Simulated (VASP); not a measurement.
Set up this calculation in VASP 6.6.1, as the native input.

```yaml
Task: relaxation of cell and atoms
Functional: PBE
Potentials_or_basis: VASP PAW PBE potentials, release 64 (Sc_sv, As)
Cutoff: 600 eV
k_mesh: 12 × 12 × 2
Occupations: gaussian, width 0.1 eV
Spin: no spin polarisation
Dipole_correction: no
Further_INCAR_settings: ALGO = Fast; EDIFF = 1e-07; IBRION = 2; EDIFFG = -0.01; NSW = 100; ISIF = 3
```

The structure of Sc7As lies in POSCAR:

```
Sc7As
1.0
    3.4502809304      0.0000000000      0.0000000000
   -1.7251404652      2.9880309359      0.0000000000
    0.0000000000      0.0000000000     19.1235159706
Sc As
7 1
Direct
    0.6666666667      0.3333333333      0.6363977736
    0.0000000000      0.0000000000      0.5000000000
    0.3333333333      0.6666666667      0.3636022264
    0.6666666667      0.3333333333      0.9108376219
    0.3333333333      0.6666666667      0.0891623781
    0.6666666667      0.3333333333      0.2306092558
    0.3333333333      0.6666666667      0.7693907442
    0.0000000000      0.0000000000      0.0000000000
```

One way to write it, as run:

INCAR

```
PREC     = Accurate       # precision mode
ENCUT    = 600            # plane-wave cutoff, eV
EDIFF    = 1E-7           # SCF threshold, eV
ISMEAR   = 0              # smearing method
SIGMA    = 0.1            # smearing width, eV
LREAL    = False          # projectors in reciprocal space
LASPH    = True           # aspherical terms in the spheres
NELM     = 80             # most SCF steps
ALGO     = Fast           # electronic algorithm
ISIF     = 3              # what is computed and relaxed
LWAVE    = False          # write WAVECAR
LCHARG   = False          # write CHGCAR
GGA      = PE             # functional
IBRION   = 2              # ionic algorithm
NSW      = 100            # ionic steps
EDIFFG   = -0.01          # ionic threshold
```

KPOINTS

```
Automatic mesh
0
Gamma
  12 12 2
```

Potentials or basis: VASP PAW PBE potentials, release 64 (Sc_sv, As).

Command:

```bash
$ cat potpaw_PBE.64/Sc_sv/POTCAR potpaw_PBE.64/As/POTCAR > POTCAR
$ mpirun -np 1 vasp_std > vasp.out
```

It gave:

```json
{
  "Relaxed volume": "24.64 Å³/atom",
  "Relaxed cell": "a = 3.456 Å, b = 3.456 Å, c = 19.055 Å, α = 90.00°, β = 90.00°, γ = 120.00°",
  "Space group after relaxing (to 0.1 Å)": "P-3m1 (No. 164)",
  "Energy gained by relaxing": "0.3 meV/atom",
  "Ionic steps": "11",
  "Pressure after relaxing": "0.0 GPa",
  "Largest force after relaxing": "0.009 eV/Å",
  "Band gap on the k mesh": "zero (bands 41 and 42 overlap by 1.21 eV)"
}
```

Wall time 62 min on 1 thread of AMD EPYC 9R45 96-Core Processor (Zen 5), on a shared host, peak memory 0.57 GiB.
